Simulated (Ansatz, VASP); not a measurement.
# Zr in VASP and in Ansatz

```
Zr
1.0
     3.15392    0.00000    0.00000
    -1.57696    2.73137    0.00000
     0.00000    0.00000    5.06207
Zr
2
Direct
  0.33333 0.66667 0.25000
  0.66667 0.33333 0.75000
```

Alike in both runs: functional LDA; k mesh 12 × 12 × 8; occupations gaussian, width 0.1 eV; no spin polarisation.

Ansatz relaxed the structure, and its values are those at the end. VASP's run is a single point on that final structure, the one shown.

```csv
,VASP,Ansatz
version,VASP 6.6.1,Ansatz 0.2.0
potentials or method,"VASP PAW LDA potentials, release 64 (Zr_sv), cutoff 520 eV","scalar-relativistic, plane waves, PAW"
valence electrons in the cell,24,24
```

|  | VASP | Ansatz | Ansatz less VASP |
| --- | --- | --- | --- |
| gap on the k mesh at the Fermi level (eV) | none | none | - |
| pressure (GPa) | 0.0 | 0.0 | -0.04 |

Ansatz warns that its potentials were made for another functional, while VASP's fit it. LDA's correlation is that of Perdew and Zunger in VASP and of Perdew and Wang (1992) in Ansatz. A gap of «none» marks a metal or a gap that the smearing closes.
